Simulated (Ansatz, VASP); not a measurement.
# One calculation of Li3ReBi, two programs

```
Li Re Bi
1.0
     4.11781    0.00000    0.00000
     0.00000    4.11781    0.00000
     0.00000    0.00000    4.13654
Li Re Bi
3 1 1
Direct
  0.50000 0.50000 0.00000
  0.50000 0.00000 0.50000
  0.00000 0.50000 0.50000
  0.00000 0.00000 0.00000
  0.50000 0.50000 0.50000
```

Alike in both runs: task relaxation of cell and atoms; functional PBE; k mesh 4 × 4 × 4; occupations gaussian, width 0.1 eV; no spin polarisation.

|  | VASP | Ansatz |
| --- | --- | --- |
| version | VASP 6.6.1 | Ansatz 0.2.0 |
| potentials or method | VASP PAW PBE potentials, release 64 (Li_sv, Re, Bi_d), cutoff 600 eV | scalar-relativistic, plane waves, PAW |
| valence electrons in the cell | 31 | 39 |

|  | VASP | Ansatz | Ansatz less VASP |
| --- | --- | --- | --- |
| gap on the k mesh at the Fermi level, each at its own relaxed structure (eV) | none | none | - |
| relaxed volume (Å³/atom) | 21.97 | 22.15 | +0.182 |
| relaxed cell length with the largest relative difference (Å) | 4.789 | 4.802 | +0.0132 |

A gap of «none» marks a metal or a gap that the smearing closes. VASP's potentials hold 31 valence electrons a cell and Ansatz's 39, so a difference there can come from the potentials and not from the codes.

The k mesh is coarse, so the values compare programs but aren't converged. Spin-orbit coupling is off throughout. Noted on VASP's run: the cutoff is short for stress, so the pressure is rough; the volume moved by over 15 % at a fixed basis, so the end points are rough.
